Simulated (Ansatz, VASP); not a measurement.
CdSe in VASP and in Ansatz

File INCAR:

```
SYSTEM = CdSe
PREC     = Accurate       ! precision mode
ENCUT    = 520            ! plane-wave cutoff, eV
EDIFF    = 1E-7           ! SCF threshold, eV
ISMEAR   = 0              ! smearing method
SIGMA    = 0.05           ! smearing width, eV
LREAL    = .FALSE.        ! projectors in reciprocal space
LASPH    = .TRUE.         ! aspherical terms in the spheres
NELM     = 80             ! most SCF steps
ALGO     = Normal         ! electronic algorithm
ISIF     = 2              ! what is computed and relaxed
LWAVE    = .FALSE.        ! write WAVECAR
LCHARG   = .FALSE.        ! write CHGCAR
GGA      = PS             ! functional
NBANDS   = 16             ! bands
```

The input KPOINTS:

```
regular mesh
0
G
  10 10 10
  0 0 0
```

File POSCAR:

```
CdSe
1.0
    0.0000000000      3.0696288337      3.0696288337
    3.0696288337      0.0000000000      3.0696288337
    3.3319797781      3.3319797781     -0.2623509443
Cd Se
1 1
Direct
    0.0000000000      0.0000000000      0.0000000000
    0.7500000000      0.7500000000      0.7500000000
```

Input for Ansatz:

```yaml
crystal:
  lattice:
    - [0.0, 3.0696288337, 3.0696288337]
    - [3.0696288337, 0.0, 3.0696288337]
    - [3.3319797781, 3.3319797781, -0.2623509443]
  atoms:
    - { symbol: Cd, position: [0.0, 0.0, 0.0] }
    - { symbol: Se, position: [0.75, 0.75, 0.75] }
basis:
  ecutwfc: 420
kpoints:
  mp_grid: { grid: [10, 10, 10] }
hamiltonian:
  xc: pbesol
scf:
  occupations: { method: gaussian, width: 0.05 }
output:
  forces: true
  stress: true
  eigenvalues: true
```

Alike in both runs: task single point; functional PBEsol; k mesh 10 × 10 × 10; occupations gaussian, width 0.05 eV; no spin polarisation.

```csv
,VASP,Ansatz
version,VASP 6.6.1,Ansatz 0.2.0
potentials or method,"VASP PAW PBE potentials, release 64 (Cd, Se), cutoff 520 eV","scalar-relativistic, plane waves, PAW"
valence electrons in the cell,18,36
```

|  | VASP | Ansatz | Ansatz less VASP |
| --- | --- | --- | --- |
| gap on the k mesh at the Fermi level (eV) | 0.25 | 0.25 | +0.004 |
| least direct gap on the mesh (eV) | 0.25 | 0.25 | +0.004 |
| pressure (GPa) | -4.5 | -4.7 | -0.19 |
| traceless stress, the component that is largest in VASP (GPa) | -1.56 | -1.52 | +0.042 |
| rms of the force components (eV/Å) | 0.026 | 0.015 | -0.0109 |

VASP's potentials were made for PBE, not for PBEsol. Atom by atom the forces differ by 0.011 eV/Å (rms over components). The functional is the same, so the differences come from potentials, cutoffs and numerics. VASP's potentials hold 18 valence electrons a cell and Ansatz's 36, so a difference there can come from the potentials and not from the codes.
